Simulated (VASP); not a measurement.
Here is a VASP 6.6.1 calculation.

Contents of POSCAR:

```
PtSe2
1.0
    3.8777963811      0.0000000000      0.0000000000
   -1.9388981905      3.3582701768      0.0000000000
    0.0000000000      0.0000000000      4.8368612653
Pt Se
1 2
Direct
    0.0000000000      0.0000000000      0.0000000000
    0.3333333333      0.6666666667      0.2526073986
    0.6666666667      0.3333333333      0.7473926014
```

Contents of INCAR.step1:

```
  PREC = Accurate
  ENCUT = 520
  EDIFF = 1E-5
  ISMEAR = -1
  SIGMA = 0.02
  LREAL = False
  LASPH = True
  NELM = 100
  ALGO = Normal
  ISIF = 2
  LWAVE = True
  LCHARG = False
  GGA = PE
  NBANDS = 18
```

File INCAR.step2:

```
  PREC = Accurate
  ENCUT = 520
  EDIFF = 1E-6
  ISMEAR = -1
  SIGMA = 0.02
  LREAL = False
  LASPH = True
  NELM = 100
  ALGO = Normal
  ISIF = 2
  LWAVE = False
  LCHARG = False
  GGA = PE
  LHFCALC = True
  HFSCREEN = 0.2079
  PRECFOCK = Normal
  ISTART = 1
  NBANDS = 18
```

The input KPOINTS:

```
regular mesh
0
Gamma
  6 6 4
```

Potentials or basis: VASP PAW PBE potentials, release 64 (Pt, Se).

Command:

```console
$ cat potpaw_PBE.64/Pt/POTCAR potpaw_PBE.64/Se/POTCAR > POTCAR
$ cp INCAR.step1 INCAR
$ mpirun -np 1 vasp_std > vasp.out
$ cp INCAR.step2 INCAR
$ mpirun -np 1 vasp_std > vasp.out
```

Q: What does it give for the band gap on the k mesh?

A: Zero (band 11 reaches 6.42 eV, above the bottom of band 12 at 5.87 eV).

Q: Estimate the pressure.

A: -5.2 GPa.

Q: What does it give for the largest force?

A: 0.286 eV/Å.

Forces on the atoms (eV/Å):
```
Pt   0.000  0.000  0.000
Se   0.000  0.000 -0.286
Se   0.000  0.000  0.286
```

Caveat: the cell differs from its parent crystal (epitaxial xy strain +4.0%); the PAW data sets were made with another functional, which shifts forces and pressure a little; spin-orbit coupling is left out, which moves the levels of the heavy elements.
